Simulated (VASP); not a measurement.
Input of a VASP 6.6.1 run:

File INCAR:

```
PREC     = Accurate       # precision mode
ENCUT    = 520            # plane-wave cutoff, eV
EDIFF    = 1E-6           # SCF threshold, eV
ISMEAR   = 0              # smearing method
SIGMA    = 0.05           # smearing width, eV
LREAL    = F              # projectors in reciprocal space
LASPH    = T              # aspherical terms in the spheres
NELM     = 150            # most SCF steps
ALGO     = Normal         # electronic algorithm
ISIF     = 2              # what is computed and relaxed
LWAVE    = F              # write WAVECAR
LCHARG   = F              # write CHGCAR
ISPIN    = 2              # spin polarisation
MAGMOM   = 2 -2 0 0       # initial moments
LORBIT   = 11             # projections on sites
LMAXMIX  = 4              # l up to which the mixer works
LDAU     = T              # DFT+U
LDAUTYPE = 1            
LDAUL    = 2 -1           # shell
LDAUU    = 8 0            # U, eV
LDAUJ    = 0.5 0        
LDAUPRINT= 1            
GGA      = PS             # functional
NBANDS   = 28             # bands
```

KPOINTS

```
Automatic mesh
0
Gamma
  7 7 7
```

The input POSCAR:

```
TaN
1.0
    2.9380011100      0.0000000000      0.0000000000
   -2.9380011000      5.0887672000      0.0000000000
    0.0000000000      0.0000000000      2.8830022100
Ta N
2 2
Direct
    0.3333333333      0.3333333334      0.5000000000
    0.3333333333      0.8333333333      0.5000000000
    0.0000000000      0.0000000000      0.0000000000
    0.0000000000      0.5000000000      0.0000000000
```

Potentials or basis: VASP PAW PBE potentials, release 64 (Ta_pv, N).

Run with:

```sh
$ cat potpaw_PBE.64/Ta_pv/POTCAR potpaw_PBE.64/N/POTCAR > POTCAR
$ mpirun -np 1 vasp_std > vasp.out
```

**Question.** What does it give for the band gap on the k mesh?

**Answer.** 0.02 eV.

**Question.** What does it give for the net moment?

**Answer.** 0.00 μB per cell.

Stress tensor (GPa, compression positive):
```
20.15  0.00  0.00
 0.00 21.00  0.00
 0.00  0.00 23.21
```

Caveat: the PAW data sets were made with another functional, which shifts forces and pressure a little; spin-orbit coupling is left out, which moves the levels of the heavy elements. A k mesh can miss the band edges.
